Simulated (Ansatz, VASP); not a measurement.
# Two plane-wave programs on HfSc2

File INCAR:

```
  ALGO = Normal
  EDIFF = 1E-7
  ENCUT = 520
  GGA = PE
  ISIF = 2
  ISMEAR = 0
  LASPH = T
  LCHARG = F
  LREAL = F
  LWAVE = F
  NBANDS = 23
  NELM = 100
  PREC = Accurate
  SIGMA = 0.1
```

KPOINTS

```
k-points
0
Gamma
  8 8 8
```

File POSCAR:

```
HfSc2
1.0
   -1.7882778958      1.7882778958      4.3868692131
    1.7882778958     -1.7882778958      4.3868692131
    1.7882778958      1.7882778958     -4.3868692131
Hf Sc
1 2
Direct
    0.0000000000      0.0000000000      0.0000000000
    0.6650000000      0.6650000000      0.0000000000
    0.3350000000      0.3350000000      0.0000000000
```

Input for Ansatz:

```yaml
crystal:
  lattice:
    - [-1.7882778958, 1.7882778958, 4.3868692131]
    - [1.7882778958, -1.7882778958, 4.3868692131]
    - [1.7882778958, 1.7882778958, -4.3868692131]
  atoms:
    - { symbol: Hf, position: [0.0, 0.0, 0.0] }
    - { symbol: Sc, position: [0.665, 0.665, 0.0] }
    - { symbol: Sc, position: [0.335, 0.335, 0.0] }
basis:
  ecutwfc: 420
kpoints:
  mp_grid: { grid: [8, 8, 8] }
hamiltonian:
  xc: pbe
scf:
  occupations: { method: gaussian, width: 0.1 }
  lower_state_search: "off"
output:
  forces: true
  stress: true
  eigenvalues: true
```

Alike in both runs: task single point; functional PBE; k mesh 8 × 8 × 8; occupations gaussian, width 0.1 eV; no spin polarisation.

|  | VASP | Ansatz |
| --- | --- | --- |
| version | VASP 6.6.1 | Ansatz 0.2.0 |
| potentials or method | VASP PAW PBE potentials, release 64 (Hf_pv, Sc_sv), cutoff 520 eV | scalar-relativistic, plane waves, PAW |
| valence electrons in the cell | 32 | 48 |

|  | VASP | Ansatz | Ansatz less VASP |
| --- | --- | --- | --- |
| gap on the k mesh at the Fermi level (eV) | none | none | - |
| pressure (GPa) | 21.5 | 21.5 | -0.08 |
| traceless stress, the component that is largest in VASP (GPa) | 5.29 | 5.26 | -0.032 |
| rms of the force components (eV/Å) | 0.166 | 0.165 | -0.0010 |

Atom by atom the forces differ by 0.001 eV/Å (rms over components). A gap of «none» marks a metal or a gap that the smearing closes. With one functional, cell and mesh, what is left measures potentials, basis and numerics. VASP's potentials hold 32 valence electrons a cell and Ansatz's 48, so a difference there can come from the potentials and not from the codes.

Spin-orbit coupling is off throughout.
